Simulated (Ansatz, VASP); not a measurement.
Two plane-wave programs on MnS

```
CELL_PARAMETERS angstrom
3.09904 0.00000 0.00000
0.00000 3.09904 0.00000
0.00000 0.00000 3.09904
ATOMIC_POSITIONS crystal
Mn 0.50000 0.50000 0.50000
S 0.00000 0.00000 0.00000
```

Alike in both runs: task single point; functional LDA; k mesh 10 × 10 × 10; occupations gaussian, width 0.05 eV; collinear spin.

```csv
,VASP,Ansatz
version,VASP 6.6.1,Ansatz 0.2.0
potentials or method,"VASP PAW LDA potentials, release 64 (Mn_pv, S), cutoff 520 eV","plane waves, PAW"
valence electrons in the cell,19,21
```

VASP gave:

```
gap on the k mesh at the Fermi level (eV)                     : none
net moment per atom (μB)                                      : 1.59
size of the moment on the site where the two differ most (μB) : 3.15
```

Task: Estimate Ansatz's values.

Result: gap on the k mesh at the Fermi level (eV): none; net moment per atom (μB): 1.62; size of the moment on the site where the two differ most (μB): 3.21.

LDA's correlation is that of Perdew and Zunger in VASP and of Perdew and Wang (1992) in Ansatz. Site moments also hang on the region over which each program counts them. A gap of «none» marks a metal or a gap that the smearing closes. VASP's potentials hold 19 valence electrons a cell and Ansatz's 21, so a difference there can come from the potentials and not from the codes.
